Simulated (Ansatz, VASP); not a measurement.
Two plane-wave programs on SiO2

Contents of INCAR:

```
  PREC = Accurate
  ENCUT = 520
  EDIFF = 1E-6
  ISMEAR = 0
  SIGMA = 0.05
  LREAL = False
  LASPH = True
  NELM = 60
  ALGO = Normal
  ISIF = 2
  LWAVE = False
  LCHARG = False
  GGA = CA
  NBANDS = 25
```

KPOINTS

```
Automatic mesh
0
Gamma
  6 6 8
```

The input POSCAR:

```
SiO2
1.0
    4.2549000000      0.0000000000      0.0000000000
    0.0000000000      4.2549000000      0.0000000000
    0.0000000000      0.0000000000      2.6613102772
Si O
2 4
Direct
    0.5000000000      0.5000000000      0.5000000000
    0.0000000000      0.0000000000      0.0000000000
    0.6944252994      0.6944252994      0.0000000000
    0.1944252994      0.8055747006      0.5000000000
    0.3055747006      0.3055747006      0.0000000000
    0.8055747006      0.1944252994      0.5000000000
```

Input for Ansatz:

```yaml
crystal:
  lattice:
    - [4.2549, 0.0, 0.0]
    - [0.0, 4.2549, 0.0]
    - [0.0, 0.0, 2.6613102772]
  atoms:
    - { symbol: Si, position: [0.5, 0.5, 0.5] }
    - { symbol: Si, position: [0.0, 0.0, 0.0] }
    - { symbol: O, position: [0.6944252994, 0.6944252994, 0.0] }
    - { symbol: O, position: [0.1944252994, 0.8055747006, 0.5] }
    - { symbol: O, position: [0.3055747006, 0.3055747006, 0.0] }
    - { symbol: O, position: [0.8055747006, 0.1944252994, 0.5] }
basis:
  ecutwfc: 520.0
kpoints:
  mp_grid: { grid: [6, 6, 8] }
hamiltonian:
  xc: lda
  pseudopotentials: { kind: paw, azcp: { folder: soft_1 } }
scf:
  occupations: { method: gaussian, width: 0.05 }
output:
  forces: true
  stress: true
  eigenvalues: true
  write_density: true
  write_potential: true
  elf: true
  volumetric_format: npy
```

Alike in both runs: task single point; functional LDA; k mesh 6 × 6 × 8; occupations gaussian, width 0.05 eV; no spin polarisation.

|  | VASP | Ansatz |
| --- | --- | --- |
| version | VASP 6.6.1 | Ansatz 0.2.0 |
| potentials or method | VASP PAW LDA potentials, release 64 (Si, O), cutoff 520 eV | scalar-relativistic, plane waves, PAW |
| valence electrons in the cell | 32 | 32 |

Ansatz gave:

| Item | Value |
| --- | --- |
| gap on the k mesh at the Fermi level (eV) | 5.05 |
| least direct gap on the mesh (eV) | 5.05 |
| pressure (GPa) | -13.5 |
| traceless stress, the component that is largest in VASP (GPa) | 5.04 |
| rms of the force components (eV/Å) | 0.222 |

Task: What did VASP give for the same quantities?

Result: gap on the k mesh at the Fermi level (eV): 5.05; least direct gap on the mesh (eV): 5.05; pressure (GPa): -12.5; traceless stress, the component that is largest in VASP (GPa): 5.72; rms of the force components (eV/Å): 0.203.

Ansatz warns that its potentials were made for another functional, while VASP's fit it. LDA's correlation is that of Perdew and Zunger in VASP and of Perdew and Wang (1992) in Ansatz. Atom by atom the forces differ by 0.019 eV/Å (rms over components).
